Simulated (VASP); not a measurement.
## GaSb: single point with r2SCAN

GaSb:

```xyz
2
Lattice="0.0000 3.0659 2.9432 3.0659 0.0000 2.9432 3.0659 3.0659 0.0000" Properties=species:S:1:pos:R:3 pbc="T T T"
Ga    0.0000    0.0000    0.0000
Sb    1.5329    1.5329    1.4716
```

This cell differs from its parent crystal: uniaxial z strain -4.0%.

```yaml
Program: VASP 6.6.1
Task: single point
Functional: r2SCAN
Potentials_or_basis: VASP PAW PBE potentials, release 64 (Ga_d, Sb)
Cutoff: 520 eV
k_mesh: 8 × 8 × 8
Occupations: fermi-dirac, width 0.02 eV
Spin: no spin polarisation
```

```
Pressure               : 2.5 GPa
Band gap on the k mesh : 0.54 eV, direct
```

Stress tensor (GPa, compression positive):
```
1.88 0.00 0.00
0.00 1.88 0.00
0.00 0.00 3.77
```

Levels at points of the mesh, in eV from the valence-band top:
| k point | band 6 | band 7 | band 8 | band 9 | band 10 | band 11 | band 12 | band 13 |
| --- | --- | --- | --- | --- | --- | --- | --- | --- |
| (0.00, 0.00, 0.00) | -12.34 | -0.24 | -0.24 | 0.00 | 0.54 | 2.72 | 2.86 | 2.86 |
| (0.50, 0.00, 0.00) | -10.53 | -6.92 | -1.59 | -1.27 | 0.58 | 3.73 | 4.00 | 6.77 |
| (0.50, 0.50, 0.00) | -9.48 | -7.24 | -3.15 | -3.15 | 0.70 | 1.07 | 9.34 | 9.34 |
| (0.50, 0.00, 0.50) | -9.64 | -7.44 | -2.91 | -2.87 | 1.04 | 1.35 | 9.22 | 9.23 |

Wall time 82 s on 1 thread of Intel(R) Xeon(R) Platinum 8488C (Sapphire Rapids), with other jobs on the host, peak memory 0.21 GiB.

Caveat: the cell differs from its parent crystal (uniaxial z strain -4.0%); the PAW data sets were made with another functional, which shifts forces and pressure a little; spin-orbit coupling is left out, which moves the levels of the heavy elements. A k mesh can miss the band edges.
